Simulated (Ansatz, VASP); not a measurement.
**Ba in VASP and in Ansatz**

Contents of INCAR:

```
  ALGO = Fast
  EDIFF = 1E-7
  ENCUT = 520
  GGA = PE
  ISIF = 2
  ISMEAR = -1
  LASPH = True
  LCHARG = False
  LREAL = False
  LWAVE = False
  NBANDS = 11
  NELM = 60
  PREC = Accurate
  SIGMA = 0.05
```

The input KPOINTS:

```
k-points
0
Gamma
  8 8 8
```

Contents of POSCAR:

```
Ba
1.0
   -2.5394840457      2.5394840457      2.5394840457
    2.5394840457     -2.5394840457      2.5394840457
    2.5394840457      2.5394840457     -2.5394840457
Ba
1
Direct
    0.0000000000      0.0000000000      0.0000000000
```

File input.yaml:

```yaml
crystal:
  lattice:
    - [-2.5394840457, 2.5394840457, 2.5394840457]
    - [2.5394840457, -2.5394840457, 2.5394840457]
    - [2.5394840457, 2.5394840457, -2.5394840457]
  atoms:
    - { symbol: Ba, position: [0.0, 0.0, 0.0] }
hamiltonian:
  xc: pbe
  pseudopotentials: { kind: paw, level: accurate }
kpoints:
  mp_grid: { grid: [8, 8, 8] }
scf:
  occupations: { method: fermi_dirac, width: 0.05 }
output:
  forces: true
  stress: true
  eigenvalues: true
  write_density: true
  write_potential: true
  elf: true
  volumetric_format: npy
```

Alike in both runs: task single point; functional PBE; k mesh 8 × 8 × 8; occupations fermi-dirac, width 0.05 eV; no spin polarisation.

```csv
,VASP,Ansatz
version,VASP 6.6.1,Ansatz 0.2.0
potentials or method,"VASP PAW PBE potentials, release 64 (Ba_sv)",Ansatz PAW earlier set
plane-wave cutoff (eV),520,360
valence electrons in the cell,10,10
```

```tsv
	VASP	Ansatz	Ansatz less VASP
gap on the k mesh at the Fermi level (eV)	none	none	-
pressure (GPa)	-0.3	-0.3	-0.04
```

A gap of «none» marks a metal or a gap that the smearing closes.

Neither program's run includes spin-orbit coupling.
